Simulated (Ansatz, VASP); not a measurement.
**Na2PdF6 in VASP and in Ansatz**

File INCAR:

```
PREC = Accurate
ENCUT = 1130
EDIFF = 1E-6
ISMEAR = 0
SIGMA = 0.1383
LREAL = False
LASPH = True
NELM = 120
ALGO = Normal
ISIF = 2
LWAVE = False
LCHARG = False
GGA = PE
NBANDS = 49
GGA_COMPAT = False
```

KPOINTS

```
regular mesh
0
Gamma
  4 4 4
```

The input POSCAR:

```
Na2PdF6
1.0
    5.2959110000      0.0000000000      0.0000000000
   -2.6479560000      4.5863960000      0.0000000000
    0.0000000000      0.0000000000      4.3232500000
F Pd Na
6 1 2
Direct
    0.1500000000      0.8500000000      0.2400000000
    0.1500000000      0.3000000000      0.2400000000
    0.7000000000      0.8500000000      0.2400000000
    0.8500000000      0.1500000000      0.7600000000
    0.3000000000      0.1500000000      0.7600000000
    0.8500000000      0.7000000000      0.7600000000
    0.0000000000      0.0000000000      0.0000000000
    0.6667000000      0.3333000000      0.7000000000
    0.3333000000      0.6667000000      0.3000000000
```

Input for Ansatz:

```yaml
crystal:
  lattice:
    - [5.295911, 0.0, 0.0]
    - [-2.647956, 4.586396, 0.0]
    - [0.0, 0.0, 4.32325]
  atoms:
    - { symbol: F, position: [0.15, 0.85, 0.24] }
    - { symbol: F, position: [0.15, 0.3, 0.24] }
    - { symbol: F, position: [0.7, 0.85, 0.24] }
    - { symbol: F, position: [0.85, 0.15, 0.76] }
    - { symbol: F, position: [0.3, 0.15, 0.76] }
    - { symbol: F, position: [0.85, 0.7, 0.76] }
    - { symbol: Pd, position: [0.0, 0.0, 0.0] }
    - { symbol: Na, position: [0.6667, 0.3333, 0.7] }
    - { symbol: Na, position: [0.3333, 0.6667, 0.3] }
  symmetry: { tolerance: 0.0003 }
kpoints:
  mp_grid: { grid: [4, 4, 4], shift: [0, 0, 0] }
magnetization:
  spin_polarized: false
scf:
  occupations: { method: gaussian, width: 0.1383 }
hamiltonian:
  pseudopotentials: { kind: paw }
  xc: pbe
basis:
  ecutwfc: 420
output:
  forces: true
  stress: true
  eigenvalues: true
```

Alike in both runs: task single point; functional PBE; k mesh 4 × 4 × 4; occupations gaussian, width 0.1383 eV; no spin polarisation.

|  | VASP | Ansatz |
| --- | --- | --- |
| version | VASP 6.6.1 | Ansatz 0.2.0 |
| potentials or method | VASP PAW PBE potentials, release 64 (F, Pd_sv_GW, Na_sv), cutoff 1130 eV | PAW plane waves |
| valence electrons in the cell | 78 | 78 |

Ansatz gave:

- gap on the k mesh at the Fermi level (eV): 3.81
- rms of the force components (eV/Å): 1.614

Question: What did VASP give for the same quantities?

Answer: gap on the k mesh at the Fermi level (eV): 3.77; rms of the force components (eV/Å): 1.646.

Atom by atom the forces differ by 0.034 eV/Å (rms over components). Ansatz's warnings: structure snapped to symmetry.
